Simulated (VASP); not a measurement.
Write the native input for VASP 6.6.1 that does the following.

```
Task                   : single point
Functional             : PBE
Potentials or basis    : VASP PAW PBE potentials, release 64 (Pd)
Cutoff                 : 500 eV
k mesh                 : 12 × 12 × 12
Occupations            : fermi-dirac, width 0.15 eV
Spin                   : no spin polarisation
Dipole correction      : no
Further INCAR settings : ALGO = Normal; EDIFF = 1e-06; NBANDS = 11
```

The structure of Pd lies in POSCAR:

```
Pd
1.0
    0.0000000000      1.9465000000      1.9465000000
    1.9465000000      0.0000000000      1.9465000000
    1.9465000000      1.9465000000      0.0000000000
Pd
1
Direct
    0.0000000000      0.0000000000      0.0000000000
```

These files were run (other wordings do the same):

INCAR

```
PREC     = Accurate       # precision mode
ENCUT    = 500            # plane-wave cutoff, eV
EDIFF    = 1E-6           # SCF threshold, eV
ISMEAR   = -1             # smearing method
SIGMA    = 0.15           # smearing width, eV
LREAL    = False          # projectors in reciprocal space
LASPH    = True           # aspherical terms in the spheres
NELM     = 120            # most SCF steps
ALGO     = Normal         # electronic algorithm
ISIF     = 2              # what is computed and relaxed
LWAVE    = False          # write WAVECAR
LCHARG   = False          # write CHGCAR
GGA      = PE             # functional
NBANDS   = 11             # bands
GGA_COMPAT= False
```

KPOINTS

```
regular mesh
0
Gamma
  12 12 12
```

Potentials or basis: VASP PAW PBE potentials, release 64 (Pd).

Launch:

```sh
$ cat potpaw_PBE.64/Pd/POTCAR > POTCAR
$ mpirun -np 1 vasp_std > vasp.out
```

Results of the run:

* Pressure: 7.4 GPa
* Band gap on the k mesh: zero (band 5 reaches 10.07 eV, above the bottom of band 6 at 8.48 eV)

It took 7.8 s on 1 thread of Intel(R) Xeon(R) Platinum 8259CL CPU @ 2.50GHz (Skylake/Cascade Lake), on a shared host, peak memory 0.13 GiB.
